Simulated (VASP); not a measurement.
# Ni (P6_3/mmc) in VASP: further runs

Runs on Ni. Level: PBE. Tasks: single point, relaxation of cell and atoms.

Everything below comes from runs of VASP 6.6.1. Logs are shortened: lines on timing, memory, paths and dates and some standing lists are left out, and cuts for length are marked.

**1. The cell of the first run**

Symmetry: P6_3/mmc, No. 194, hexagonal system. Conventional cell: a = 2.477 Å, b = 2.477 Å, c = 4.090 Å, α = 90.00°, β = 90.00°, γ = 120.00°. Ni (site symmetry -6m2) has 12 Ni at 2.48 to 2.50 Å within 3.3 Å.

This isn't the form of Ni at room conditions, which is fcc.

**2. Single point, PBE**

File INCAR:

```
SYSTEM = Ni
ALGO     = Normal         ! electronic algorithm
EDIFF    = 1E-6           ! SCF threshold, eV
ENCUT    = 520            ! plane-wave cutoff, eV
GGA      = PE             ! functional
ISIF     = 2              ! what is computed and relaxed
ISMEAR   = -1             ! smearing method
LASPH    = .True.         ! aspherical terms in the spheres
LCHARG   = .True.         ! write CHGCAR
LELF     = .True.         ! ELF
LREAL    = .False.        ! projectors in reciprocal space
LVHAR    = .True.       
LWAVE    = .False.        ! write WAVECAR
NBANDS   = 17             ! bands
NELM     = 60             ! most SCF steps
PREC     = Accurate       ! precision mode
SIGMA    = 0.05           ! smearing width, eV
```

File KPOINTS:

```
k-points
0
Gamma
  17 17 10
  0 0 0
```

File POSCAR:

```
Ni
1.0
    2.4773344255      0.0000000000      0.0000000000
   -1.2386672128      2.1454345462      0.0000000000
    0.0000000000      0.0000000000      4.0897909031
Ni
2
Direct
    0.3333333333      0.6666666667      0.2500000000
    0.6666666667      0.3333333333      0.7500000000
```

Potentials or basis: VASP PAW PBE potentials, release 64 (Ni).

The run is started by

```
$ cat potpaw_PBE.64/Ni/POTCAR > POTCAR
$ mpirun -np 1 vasp_std > vasp.out
```

OUTCAR:

```text
SYSTEM = Ni
   EDIFF = 1E-6
   ENCUT = 520
   GGA = PE
   ISIF = 2
   ISMEAR = -1
   LASPH = .True.
   LREAL = .False.
   NELM = 60
   PREC = Accurate

 ion  position               nearest neighbor table
   1  0.333  0.667  0.250-   2 2.50   2 2.50   2 2.50   2 2.50   2 2.50   2 2.50
   2  0.667  0.333  0.750-   1 2.50   1 2.50   1 2.50   1 2.50   1 2.50   1 2.50

  LATTYP: Found a hexagonal cell.
 ALAT       =     2.4773344255
 C/A-ratio  =     1.6508836518

  Lattice vectors:

 A1 = (   2.4773344255,   0.0000000000,   0.0000000000)
 A2 = (  -1.2386672128,   2.1454345462,   0.0000000000)
 A3 = (   0.0000000000,   0.0000000000,   4.0897909031)

Analysis of symmetry for initial positions (statically):
=====================================================================
 Subroutine PRICEL returns:
 Original cell was already a primitive cell.

 Routine SETGRP: Setting up the symmetry group for a
 hexagonal supercell.

 Subroutine GETGRP returns: Found 24 space group operations
 (whereof 12 operations were pure point group operations)
 out of a pool of 24 trial point group operations.

The static configuration has the point symmetry D_3d.
 The point group associated with its full space group is D_6h.

Analysis of symmetry for dynamics (positions and initial velocities):
=====================================================================
 Subroutine PRICEL returns:
 Original cell was already a primitive cell.

 Routine SETGRP: Setting up the symmetry group for a
 hexagonal supercell.

 Subroutine GETGRP returns: Found 24 space group operations
 (whereof 12 operations were pure point group operations)
 out of a pool of 24 trial point group operations.

The dynamic configuration has the point symmetry D_3d.
 The point group associated with its full space group is D_6h.

 Subroutine INISYM returns: Found 24 space group operations
 (whereof 12 operations are pure point group operations),
 and found     1 'primitive' translations

----------------------------------------------------------------------------------------

                                     Primitive cell

  volume of cell :      21.7371

  direct lattice vectors                    reciprocal lattice vectors
     2.477334426  0.000000000  0.000000000     0.403659671  0.233053020  0.000000000
    -1.238667213  2.145434546  0.000000000     0.000000000  0.466106040  0.000000000
     0.000000000  0.000000000  4.089790903     0.000000000  0.000000000  0.244511278

  length of vectors
     2.477334426  2.477334426  4.089790903     0.466106040  0.466106040  0.244511278

  position of ions in fractional coordinates (direct lattice)
     0.333333333  0.666666667  0.250000000
     0.666666667  0.333333333  0.750000000

  ion indices of the primitive-cell ions
   primitive index   ion index
                 1           1
                 2           2

----------------------------------------------------------------------------------------

 KPOINTS: k-points

Automatic generation of k-mesh.
 Grid dimensions read from file:
 generate k-points for:   17   17   10

 Generating k-lattice:

  Cartesian coordinates                     Fractional coordinates (reciprocal lattice)
     0.023744687  0.013709001  0.000000000     0.058823529  0.000000000  0.000000000
     0.000000000  0.027418002  0.000000000     0.000000000  0.058823529  0.000000000
     0.000000000  0.000000000  0.024451128     0.000000000  0.000000000  0.100000000

  Length of vectors
     0.027418002  0.027418002  0.024451128

  Shift w.r.t. Gamma in fractional coordinates (k-lattice)
     0.000000000  0.000000000  0.000000000

 Subroutine IBZKPT returns following result:
 ===========================================

 Found    198 irreducible k-points:

 Following reciprocal coordinates:
            Coordinates               Weight
  0.000000  0.000000  0.000000      1.000000
  0.058824 -0.000000  0.000000      6.000000
  0.117647 -0.000000  0.000000      6.000000
  0.176471  0.000000  0.000000      6.000000
  0.235294 -0.000000  0.000000      6.000000
  0.294118  0.000000  0.000000      6.000000
[... 16 lines left out ...]
  0.411765  0.117647  0.000000     12.000000
  0.176471  0.176471  0.000000      6.000000
 [... further k-points ...]
   k-points           NKPTS =    198   k-points in BZ     NKDIM =    198   number of bands    NBANDS=     17
   number of dos      NEDOS =    301   number of ions     NIONS =      2
   total plane-waves  NPLWV =   9720
   dimension x,y,z NGX =    18 NGY =   18 NGZ =   30
   dimension x,y,z NGXF=    36 NGYF=   36 NGZF=   60
   ions per type =               2
   NGX,Y,Z   is equivalent  to a cutoff of  12.08, 12.08, 12.19 a.u.
   NGXF,Y,Z  is equivalent  to a cutoff of  24.16, 24.16, 24.39 a.u.
 SYSTEM =  Ni
   PREC   = accura    normal or accurate (medium, high low for compatibility)
   ISTART =      0    job   : 0-new  1-cont  2-samecut
   ICHARG =      2    charge: 1-file 2-atom 10-const
   ISPIN  =      1    spin polarized calculation?
   LNONCOLLINEAR =      F non collinear calculations
   LSORBIT =      F    spin-orbit coupling
   LASPH  =      T    aspherical Exc in radial PAW
   ENCUT  =  520.0 eV  38.22 Ry    6.18 a.u.   4.61  4.61  7.60*2*pi/ulx,y,z
   NELM   =     60;   NELMIN=  2; NELMDL= -5     # of ELM steps
   EDIFF  = 0.1E-05   stopping-criterion for ELM
   LREAL  =      F    real-space projection
   EDIFFG = 0.1E-04   stopping-criterion for IOM
   NSW    =      0    number of steps for IOM
   IBRION =     -1    ionic relax: 0-MD 1-quasi-New 2-CG
   NFREE  =      0    steps in history (QN), initial steepest desc. (CG)
   ISIF   =      2    stress and relaxation
   ISYM   =      2    0-nonsym 1-usesym 2-fastsym
   POTIM  = 0.5000    time-step for ionic-motion
   TEBEG  =    0.0;   TEEND  =   0.0 temperature during run
   PSTRESS=    0.0 pullay stress
   NELECT =      20.0000    total number of electrons
   NUPDOWN=      -1.0000    fix difference up-down
   EMIN   =  10.00;   EMAX   =-10.00  energy-range for DOS
   EFERMI =   0.00;   METHOD = LEGACY
   ISMEAR =    -1;   SIGMA  =   0.05  broadening in eV -4-tet -1-fermi 0-gaus
   EFERMI_NEDOS =   21; number of points for ismear=-14 and -15
   IALGO  =     38    algorithm
   IMIX   =      4    mixing-type and parameters
     AMIX     =   0.40;   BMIX     =  1.00
     AMIX_MAG =   1.60;   BMIX_MAG =  1.00
  volume/ion in A,a.u.               =      10.87        73.34
  Fermi-wavevector in a.u.,A,eV,Ry     =   1.592274  3.008962 34.495351  2.535337
  Thomas-Fermi vector in A             =   2.690685
   LORBIT       =      0    0 simple, 1 ext, 2 COOP (PROOUT), +10 PAW based schemes
   GGA     = PE    functional components
   LHFCALC =     F    Hartree Fock is set to
   AEXX    =    0.0000 exact exchange contribution
   IVDW    =     0    specifies the selected vdW correction
   LEPSILON=     F    determine dielectric tensor
   LRPA    =     F    only Hartree local field effects (RPA)
 non-spin polarized calculation
  energy-cutoff  :      520.00
  volume of cell :       21.74
 maximum number of plane-waves:       598
   NGX =  9   NGY =  9   NGZ = 15

 number of electron      20.0000010 magnetization

 Free energy of the ion-electron system (eV)
  ---------------------------------------------------
  ext. energy  EPLUGINS =         0.00000000
  ---------------------------------------------------
  free energy    TOTEN  =       -10.80692876 eV

  energy without entropy =      -10.74176490  energy(sigma->0) =      -10.77434683

 E-fermi :   9.2138     XC(G=0): -13.2583

 val. band max:        9.2126559918   @ k =   0.2941   0.0588   0.1000
 cond. band min:       9.2149231222   @ k =   0.3529   0.2353   0.4000
 fundamental gap:      0.0022671304
 Fermi energy:         9.2137898947

 k-point     1 :       0.0000    0.0000    0.0000
  band No.  band energies     occupation
      1       0.3564      2.00000
      2       4.7734      2.00000
      3       7.3241      2.00000
      4       7.4206      2.00000
      5       7.4206      2.00000
      6       7.6897      2.00000
[... 9 lines left out ...]
     16      34.0923      0.00000
     17      34.6119      0.00000

 k-point     2 :       0.0588   -0.0000    0.0000
  band No.  band energies     occupation
      1       0.4780      2.00000
      2       4.8517      2.00000
      3       7.2395      2.00000
      4       7.4741      2.00000
      5       7.4898      2.00000
      6       7.6606      2.00000
[... 9 lines left out ...]
     16      32.7176      0.00000
     17      34.6987      0.00000

 k-point     3 :       0.1176   -0.0000    0.0000
  band No.  band energies     occupation
      1       0.8378      2.00000
      2       5.0700      2.00000
      3       7.0834      2.00000
      4       7.5150      2.00000
      5       7.5379      2.00000
      6       7.6299      2.00000
[... 9 lines left out ...]
     16      31.8062      0.00000
     17      34.6738      0.00000

 k-point     4 :       0.1765    0.0000    0.0000
  band No.  band energies     occupation
      1       1.4199      2.00000
      2       5.3707      2.00000
      3       6.9042      2.00000
      4       6.9588      2.00000
      5       7.4313      2.00000
      6       7.8415      2.00000
[... 9 lines left out ...]
     16      31.0908      0.00000
     17      32.5281      0.00000
[... 343 lines left out ...]
      1       4.9438      2.00000
      2       5.6416      2.00000
      3       5.7615      2.00000
      4       6.7317      2.00000
      5       7.2685      2.00000
      6       7.5081      2.00000
[... 9 lines left out ...]
     16      23.8300      0.00000
     17      24.8943      0.00000

 k-point    23 :       0.4118    0.1176    0.0000
  band No.  band energies     occupation
      1       5.2863      2.00000
      2       5.5317      2.00000
      3       5.6925      2.00000
      4       6.8994      2.00000
      5       7.2860      2.00000
      6       7.3968      2.00000
[... 9 lines left out ...]
     16      22.3247      0.00000
     17      23.4735      0.00000

 k-point    24 :       0.1765    0.1765    0.0000
  band No.  band energies     occupation
      1       3.3139      2.00000
      2       6.0097      2.00000
      3       6.1648      2.00000
      4       6.3838      2.00000
      5       7.3435      2.00000
      6       7.3887      2.00000
[... 9 lines left out ...]
     16      29.1512      0.00000
     17      29.6357      0.00000

 [... further k-points ...]

------------------------ aborting loop because EDIFF is reached ----------------------------------------

  FORCE on cell =-STRESS in cart. coord.  units (eV):
  Direction    XX          YY          ZZ          XY          YZ          ZX
  --------------------------------------------------------------------------------------
  -------------------------------------------------------------------------------------
  Total        0.0104500      0.0104500     -0.0049481     -0.0000000      0.0000000      0.0000000
  in kB        0.7702404      0.7702404     -0.3647127     -0.0000000      0.0000000      0.0000000
  external PRESSURE =       0.3919227 kB  Pullay stress =       0.0000000 kB

 VOLUME and BASIS-vectors are now :
 -----------------------------------------------------------------------------
  energy-cutoff  :      520.00
  volume of cell :       21.74
      direct lattice vectors                 reciprocal lattice vectors
     2.477334426  0.000000000  0.000000000     0.403659671  0.233053020  0.000000000
    -1.238667213  2.145434546  0.000000000     0.000000000  0.466106040  0.000000000
     0.000000000  0.000000000  4.089790903     0.000000000  0.000000000  0.244511278

 POSITION                                       TOTAL-FORCE (eV/Angst)
 -----------------------------------------------------------------------------------
     -0.00000      1.43029      1.02245         0.000000      0.000000      0.000000
      1.23867      0.71514      3.06734        -0.000000      0.000000      0.000000
 -----------------------------------------------------------------------------------
    total drift:                               -0.000000      0.000000     -0.000000

  FREE ENERGIE OF THE ION-ELECTRON SYSTEM (eV)
  ---------------------------------------------------
  free  energy   TOTEN  =       -10.8069287643 eV

  energy  without entropy=      -10.7417648980  energy(sigma->0) =      -10.77434683
```

Wall time 81 s (1 thread of Intel Xeon 8259CL, shared host); peak memory 0.17 GiB.

Results:

```
Free energy            : -10.8069 eV
Pressure               : 0.0 GPa
Band gap on the k mesh : zero (bands 10 and 11 overlap by 0.54 eV)
```

Stress tensor (GPa, compression positive):
```
 0.08  0.00  0.00
 0.00  0.08  0.00
 0.00  0.00 -0.04
```

Levels at points of the mesh, in eV from the Fermi level:
```csv
k point,band 8,band 9,band 10,band 11,band 12,band 13
"(0.00, 0.00, 0.00)",-1.08,-1.08,-0.25,-0.14,-0.14,5.92
"(0.00, 0.00, 0.50)",-1.83,-0.43,-0.43,-0.43,-0.43,14.40
```

Caveat: the run has no spin polarisation, though such a crystal can be magnetic. Spin polarisation is off, so any magnetic state and its effect on volume and gap are missing.

(Continued in part 2 of 2.)
